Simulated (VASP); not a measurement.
# LaNb2N3 (P4mm) in VASP: single point with PBE

Aim: the single point of LaNb2N3 with PBE.

All numbers are computed with VASP 6.6.1; they aren't measurements. Logs are shortened: lines on timing, memory, paths and dates and some standing lists are left out, and cuts for length are marked.

### Step 1. The cell of the first run

It takes space group P4mm (No. 99, tetragonal). Conventional cell: a = 2.904 Å, b = 2.904 Å, c = 9.303 Å, α = 90.00°, β = 90.00°, γ = 90.00°. Within 3.3 Å of La (site symmetry 4mm) lie 5 N at 2.53 to 2.69 Å and 4 La at 2.90 Å and 1 Nb at 3.08 Å. Within 2.6 Å of Nb (site symmetry 4mm) lie 5 N at 1.95 to 2.16 Å. Nb (site symmetry 4mm) has 8 N at 2.31 to 2.46 Å and 4 Nb at 2.90 Å and 1 La at 3.08 Å within 3.1 Å. N (site symmetry 4mm) has 5 Nb at 1.95 to 2.31 Å and 1 N at 2.42 Å within 2.6 Å. N (site symmetry 4mm) has 5 N at 2.42 to 2.90 Å and 4 Nb at 2.46 Å and 4 La at 2.69 Å within 3.2 Å. Within 2.9 Å of N (site symmetry 4mm) lie 4 Nb at 2.16 Å and 1 La at 2.53 Å.

### Step 2. Single point, PBE

INCAR reads:

```
SYSTEM = LaNb2N3
PREC = Accurate ; ENCUT = 520
EDIFF = 1E-6 ; ISMEAR = 0
SIGMA = 0.1 ; LREAL = .FALSE.
LASPH = .TRUE. ; NELM = 60
ALGO = Normal ; ISIF = 2
LWAVE = .FALSE. ; LCHARG = .FALSE.
GGA = PE ; NBANDS = 35
```

KPOINTS reads:

```
regular mesh
0
G
  6 6 2
  0 0 0
```

POSCAR reads:

```
LaNb2N3
1.0
    2.9039353142      0.0000000000      0.0000000000
    0.0000000000      2.9039353142      0.0000000000
    0.0000000000      0.0000000000      9.3030314141
La Nb N
1 2 3
Direct
    0.5000000000      0.5000000000      0.1919279853
    0.0000000000      0.0000000000      0.8480152501
    0.5000000000      0.5000000000      0.5234153004
    0.0000000000      0.0000000000      0.6382839009
    0.0000000000      0.0000000000      0.3785483516
    0.5000000000      0.5000000000      0.9198092217
```

Potentials or basis: VASP PAW PBE potentials, release 64 (La, Nb_sv, N).

The run is started by

```console
cat potpaw_PBE.64/La/POTCAR potpaw_PBE.64/Nb_sv/POTCAR potpaw_PBE.64/N/POTCAR > POTCAR
mpirun -np 1 vasp_std > vasp.out
```

OUTCAR:

```text
SYSTEM = LaNb2N3
   PREC = Accurate
   ENCUT = 520
   EDIFF = 1E-6
   ISMEAR = 0
   LREAL = .FALSE.
   LASPH = .TRUE.
   NELM = 60
   ISIF = 2
   GGA = PE

 ion  position               nearest neighbor table
   1  0.500  0.500  0.192-   6 2.53   5 2.69   5 2.69   5 2.69   5 2.69   3 3.08
   2  0.000  0.000  0.848-   4 1.95   6 2.16   6 2.16   6 2.16   6 2.16
   3  0.500  0.500  0.523-   4 2.31   4 2.31   4 2.31   4 2.31   1 3.08
   4  0.000  0.000  0.638-   2 1.95   3 2.31   3 2.31   3 2.31   3 2.31
   5  0.000  0.000  0.379-   1 2.69   1 2.69   1 2.69   1 2.69
   6  0.500  0.500  0.920-   2 2.16   2 2.16   2 2.16   2 2.16   1 2.53

  LATTYP: Found a simple tetragonal cell.
 ALAT       =     2.9039353142
 C/A-ratio  =     3.2035945734

  Lattice vectors:

 A1 = (   2.9039353142,   0.0000000000,   0.0000000000)
 A2 = (   0.0000000000,   2.9039353142,   0.0000000000)
 A3 = (   0.0000000000,   0.0000000000,   9.3030314141)

Analysis of symmetry for initial positions (statically):
=====================================================================
 Subroutine PRICEL returns:
 Original cell was already a primitive cell.

 Routine SETGRP: Setting up the symmetry group for a
 simple tetragonal supercell.

 Subroutine GETGRP returns: Found  8 space group operations
 (whereof  8 operations were pure point group operations)
 out of a pool of 16 trial point group operations.

The static configuration has the point symmetry C_4v.

Analysis of symmetry for dynamics (positions and initial velocities):
=====================================================================
 Subroutine PRICEL returns:
 Original cell was already a primitive cell.

 Routine SETGRP: Setting up the symmetry group for a
 simple tetragonal supercell.

 Subroutine GETGRP returns: Found  8 space group operations
 (whereof  8 operations were pure point group operations)
 out of a pool of 16 trial point group operations.

The dynamic configuration has the point symmetry C_4v.

 Subroutine INISYM returns: Found  8 space group operations
 (whereof  8 operations are pure point group operations),
 and found     1 'primitive' translations

----------------------------------------------------------------------------------------

                                     Primitive cell

  volume of cell :      78.4510

  direct lattice vectors                    reciprocal lattice vectors
     2.903935314  0.000000000  0.000000000     0.344360288  0.000000000  0.000000000
     0.000000000  2.903935314  0.000000000     0.000000000  0.344360288  0.000000000
     0.000000000  0.000000000  9.303031414     0.000000000  0.000000000  0.107491844

  length of vectors
     2.903935314  2.903935314  9.303031414     0.344360288  0.344360288  0.107491844

  position of ions in fractional coordinates (direct lattice)
     0.500000000  0.500000000  0.191927985
     0.000000000  0.000000000  0.848015250
     0.500000000  0.500000000  0.523415300
     0.000000000  0.000000000  0.638283901
     0.000000000  0.000000000  0.378548352
     0.500000000  0.500000000  0.919809222

  ion indices of the primitive-cell ions
   primitive index   ion index
                 1           1
                 2           2
                 3           3
                 4           4
                 5           5
                 6           6

----------------------------------------------------------------------------------------

 KPOINTS: regular mesh

Automatic generation of k-mesh.
 Grid dimensions read from file:
 generate k-points for:    6    6    2

 Generating k-lattice:

  Cartesian coordinates                     Fractional coordinates (reciprocal lattice)
     0.057393381  0.000000000  0.000000000     0.166666667  0.000000000  0.000000000
     0.000000000  0.057393381  0.000000000     0.000000000  0.166666667  0.000000000
     0.000000000  0.000000000  0.053745922     0.000000000  0.000000000  0.500000000

  Length of vectors
     0.057393381  0.057393381  0.053745922

  Shift w.r.t. Gamma in fractional coordinates (k-lattice)
     0.000000000  0.000000000  0.000000000

 Subroutine IBZKPT returns following result:
 ===========================================

 Found     20 irreducible k-points:

 Following reciprocal coordinates:
            Coordinates               Weight
  0.000000  0.000000  0.000000      1.000000
  0.166667  0.000000  0.000000      4.000000
  0.333333  0.000000  0.000000      4.000000
  0.500000  0.000000  0.000000      2.000000
  0.166667  0.166667  0.000000      4.000000
  0.333333  0.166667  0.000000      8.000000
[... 12 lines left out ...]
  0.500000  0.333333  0.500000      4.000000
  0.500000  0.500000  0.500000      1.000000
   k-points           NKPTS =     20   k-points in BZ     NKDIM =     20   number of bands    NBANDS=     35
   number of dos      NEDOS =    301   number of ions     NIONS =      6
   total plane-waves  NPLWV =  40320
   dimension x,y,z NGX =    24 NGY =   24 NGZ =   70
   dimension x,y,z NGXF=    48 NGYF=   48 NGZF=  140
   ions per type =               1   2   3
   NGX,Y,Z   is equivalent  to a cutoff of  13.74, 13.74, 12.51 a.u.
   NGXF,Y,Z  is equivalent  to a cutoff of  27.48, 27.48, 25.02 a.u.
 SYSTEM =  LaNb2N3
   PREC   = accura    normal or accurate (medium, high low for compatibility)
   ISTART =      0    job   : 0-new  1-cont  2-samecut
   ICHARG =      2    charge: 1-file 2-atom 10-const
   ISPIN  =      1    spin polarized calculation?
   LNONCOLLINEAR =      F non collinear calculations
   LSORBIT =      F    spin-orbit coupling
   LASPH  =      T    aspherical Exc in radial PAW
   ENCUT  =  520.0 eV  38.22 Ry    6.18 a.u.   5.40  5.40 17.30*2*pi/ulx,y,z
   NELM   =     60;   NELMIN=  2; NELMDL= -5     # of ELM steps
   EDIFF  = 0.1E-05   stopping-criterion for ELM
   LREAL  =      F    real-space projection
   EDIFFG = 0.1E-04   stopping-criterion for IOM
   NSW    =      0    number of steps for IOM
   IBRION =     -1    ionic relax: 0-MD 1-quasi-New 2-CG
   NFREE  =      0    steps in history (QN), initial steepest desc. (CG)
   ISIF   =      2    stress and relaxation
   ISYM   =      2    0-nonsym 1-usesym 2-fastsym
   POTIM  = 0.5000    time-step for ionic-motion
   TEBEG  =    0.0;   TEEND  =   0.0 temperature during run
   PSTRESS=    0.0 pullay stress
   NELECT =      52.0000    total number of electrons
   NUPDOWN=      -1.0000    fix difference up-down
   EMIN   =  10.00;   EMAX   =-10.00  energy-range for DOS
   EFERMI =   0.00;   METHOD = LEGACY
   ISMEAR =     0;   SIGMA  =   0.10  broadening in eV -4-tet -1-fermi 0-gaus
   EFERMI_NEDOS =   21; number of points for ismear=-14 and -15
   IALGO  =     38    algorithm
   IMIX   =      4    mixing-type and parameters
     AMIX     =   0.40;   BMIX     =  1.00
     AMIX_MAG =   1.60;   BMIX_MAG =  1.00
  volume/ion in A,a.u.               =      13.08        88.24
  Fermi-wavevector in a.u.,A,eV,Ry     =   1.427392  2.697379 27.721149  2.037447
  Thomas-Fermi vector in A             =   2.547566
   LORBIT       =      0    0 simple, 1 ext, 2 COOP (PROOUT), +10 PAW based schemes
   GGA     = PE    functional components
   LHFCALC =     F    Hartree Fock is set to
   AEXX    =    0.0000 exact exchange contribution
   IVDW    =     0    specifies the selected vdW correction
   LEPSILON=     F    determine dielectric tensor
   LRPA    =     F    only Hartree local field effects (RPA)
 non-spin polarized calculation
 Gauss-broadening in eV      SIGMA  =   0.10
  energy-cutoff  :      520.00
  volume of cell :       78.45
 maximum number of plane-waves:      2154
 NGX is ok and might be reduce to    24
   NGX = 11   NGY = 11   NGZ = 35

 number of electron      51.9999993 magnetization

 Free energy of the ion-electron system (eV)
  ---------------------------------------------------
  ext. energy  EPLUGINS =         0.00000000
  ---------------------------------------------------
  free energy    TOTEN  =       -53.66770698 eV

  energy without entropy =      -53.65963400  energy(sigma->0) =      -53.66367049

 E-fermi :  11.3112     XC(G=0): -12.2594

 val. band max:       11.2725204349   @ k =   0.3333   0.3333   0.0000
 cond. band min:      11.3445088121   @ k =   0.3333   0.0000   0.5000
 fundamental gap:      0.0719883772
 Fermi energy:        11.3111547844

 k-point     1 :       0.0000    0.0000    0.0000
  band No.  band energies     occupation
      1     -44.5254      2.00000
      2     -44.4438      2.00000
      3     -21.7572      2.00000
      4     -20.8362      2.00000
      5     -20.5652      2.00000
      6     -20.1759      2.00000
[... 27 lines left out ...]
     34      14.3566      0.00000
     35      14.4279      0.00000

 k-point     2 :       0.1667    0.0000    0.0000
  band No.  band energies     occupation
      1     -44.5014      2.00000
      2     -44.4215      2.00000
      3     -21.5649      2.00000
      4     -20.8034      2.00000
      5     -20.5455      2.00000
      6     -20.4206      2.00000
[... 27 lines left out ...]
     34      14.1487      0.00000
     35      14.1509      0.00000

 k-point     3 :       0.3333    0.0000    0.0000
  band No.  band energies     occupation
      1     -44.4531      2.00000
      2     -44.3766      2.00000
      3     -21.1447      2.00000
      4     -20.9065      2.00000
      5     -20.7663      2.00000
      6     -20.6392      2.00000
[... 27 lines left out ...]
     34      13.8611      0.00000
     35      13.9089      0.00000
[... 571 lines left out ...]
 k-point    19 :       0.5000    0.3333    0.5000
  band No.  band energies     occupation
      1     -44.3606      2.00000
      2     -44.2897      2.00000
      3     -20.9748      2.00000
      4     -20.7711      2.00000
      5     -20.7146      2.00000
      6     -20.6084      2.00000
[... 27 lines left out ...]
     34      14.5889      0.00000
     35      14.8422      0.00000

 k-point    20 :       0.5000    0.5000    0.5000
  band No.  band energies     occupation
      1     -44.3376      2.00000
      2     -44.2681      2.00000
      3     -20.9207      2.00000
      4     -20.9207      2.00000
      5     -20.7153      2.00000
      6     -20.7153      2.00000
[... 27 lines left out ...]
     34      14.7325      0.00000
     35      14.7333      0.00000

------------------------ aborting loop because EDIFF is reached ----------------------------------------

  FORCE on cell =-STRESS in cart. coord.  units (eV):
  Direction    XX          YY          ZZ          XY          YZ          ZX
  --------------------------------------------------------------------------------------
  -------------------------------------------------------------------------------------
  Total       -0.2988762     -0.2988762     -0.3129487      0.0000000      0.0000000     -0.0000000
  in kB       -6.1038452     -6.1038452     -6.3912446      0.0000000      0.0000000     -0.0000000
  external PRESSURE =      -6.1996450 kB  Pullay stress =       0.0000000 kB

 VOLUME and BASIS-vectors are now :
 -----------------------------------------------------------------------------
  energy-cutoff  :      520.00
  volume of cell :       78.45
      direct lattice vectors                 reciprocal lattice vectors
     2.903935314  0.000000000  0.000000000     0.344360288  0.000000000  0.000000000
     0.000000000  2.903935314  0.000000000     0.000000000  0.344360288  0.000000000
     0.000000000  0.000000000  9.303031414     0.000000000  0.000000000  0.107491844

 POSITION                                       TOTAL-FORCE (eV/Angst)
 -----------------------------------------------------------------------------------
      1.45197      1.45197      1.78551         0.000000     -0.000000     -0.002608
      0.00000      0.00000      7.88911        -0.000000      0.000000     -0.013421
      1.45197      1.45197      4.86935         0.000000     -0.000000      0.000176
      0.00000      0.00000      5.93798        -0.000000      0.000000      0.019400
      0.00000      0.00000      3.52165         0.000000     -0.000000     -0.007013
      1.45197      1.45197      8.55701         0.000000      0.000000      0.003467
 -----------------------------------------------------------------------------------
    total drift:                                0.000000     -0.000000     -0.001246

  FREE ENERGIE OF THE ION-ELECTRON SYSTEM (eV)
  ---------------------------------------------------
  free  energy   TOTEN  =       -53.6677069816 eV

  energy  without entropy=      -53.6596339964  energy(sigma->0) =      -53.66367049
```

Run time: 93 s. Hardware: 1 thread of Intel Xeon Platinum 8488C (Sapphire Rapids), shared host; peak memory 0.23 GiB.

Results:

| Item | Value |
| --- | --- |
| Free energy | -53.6677 eV |
| Pressure | -0.6 GPa |
| Largest force | 0.019 eV/Å |
| Band gap on the k mesh | zero (band 26 reaches 11.94 eV, above the bottom of band 27 at 9.91 eV) |

Forces in eV/Å, atoms in the order of the input:
```
La   0.000  0.000 -0.003
Nb   0.000  0.000 -0.013
Nb   0.000  0.000  0.000
N    0.000  0.000  0.019
N    0.000  0.000 -0.007
N    0.000  0.000  0.003
```

Levels at points of the mesh, in eV from the Fermi level:
```csv
k point,band 24,band 25,band 26,band 27,band 28,band 29
"(0.00, 0.00, 0.00)",-2.37,-1.41,-1.38,-1.38,-0.39,0.91
"(0.50, 0.00, 0.00)",-1.64,-0.99,-0.42,0.64,1.50,1.62
"(0.50, 0.50, 0.00)",-3.08,-0.63,0.30,1.48,1.48,2.20
"(0.00, 0.00, 0.50)",-2.36,-1.44,-1.44,-1.40,0.30,0.79
"(0.50, 0.00, 0.50)",-1.04,-0.98,-0.80,0.30,1.54,1.76
"(0.50, 0.50, 0.50)",-3.55,0.09,0.63,1.58,1.58,2.20
```

Caveat: the k points lie up to 0.36 Å⁻¹ apart; spin-orbit coupling is left out, which moves the levels of the heavy elements.
